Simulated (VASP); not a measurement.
Input of a VASP 6.6.1 run:

File INCAR:

```
PREC = Accurate
ENCUT = 600
EDIFF = 1E-6
ISMEAR = 1
SIGMA = 0.11
LREAL = F
LASPH = T
NELM = 120
ALGO = Normal
ISIF = 2
LWAVE = F
LCHARG = F
GGA = PS
NBANDS = 11
GGA_COMPAT = F
```

KPOINTS

```
regular mesh
0
Gamma
  8 8 8
```

Contents of POSCAR:

```
Be2Si
1.0
    0.0000000000      2.6400000000      2.6400000000
    2.6400000000      0.0000000000      2.6400000000
    2.6400000000      2.6400000000      0.0000000000
Be Si
2 1
Direct
    0.7500000000      0.7500000000      0.7500000000
    0.2500000000      0.2500000000      0.2500000000
    0.0000000000      0.0000000000      0.0000000000
```

Potentials or basis: VASP PAW PBE potentials, release 64 (Be, Si).

Run with:

```sh
$ cat potpaw_PBE.64/Be/POTCAR potpaw_PBE.64/Si/POTCAR > POTCAR
$ mpirun -np 1 vasp_std > vasp.out
```

Predict the band gap on the k mesh.

zero (bands 4 and 5 overlap by 0.60 eV).

Estimate the pressure.

-0.9 GPa.

Caveat: the PAW data sets were made with another functional, which shifts forces and pressure a little.
